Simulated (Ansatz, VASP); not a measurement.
# One calculation of Mg, two programs

```
CELL_PARAMETERS angstrom
3.27221 0.00000 0.00000
-1.63611 2.83382 0.00000
0.00000 0.00000 5.31252
ATOMIC_POSITIONS crystal
Mg 0.33333 0.66667 0.25000
Mg 0.66667 0.33333 0.75000
```

Change from the starting cell: volume scaled by 1.06, crystal datasets.

Alike in both runs: task electric field gradients; functional PBEsol; k mesh 12 × 12 × 7; occupations fermi-dirac, width 0.08 eV; no spin polarisation.

|  | VASP | Ansatz |
| --- | --- | --- |
| version | VASP 6.6.1 | Ansatz 0.2.0 |
| potentials or method | VASP PAW PBE potentials, release 64 (Mg), cutoff 520 eV | all-electron PAW with datasets made for the crystal, scalar-relativistic |

|  | VASP | Ansatz | Ansatz less VASP |
| --- | --- | --- | --- |
| pressure (GPa) | -2.9 | -2.8 | +0.05 |
| traceless stress, the component that is largest in VASP (GPa) | -0.47 | -0.47 | +0.002 |
| size of Vzz on the site where it differs most (V/Å²) | 0.9 | 1.1 | +0.13 |

VASP's potentials were made for PBE, not for PBEsol. Ansatz ran all-electron here, and VASP with PAW potentials.
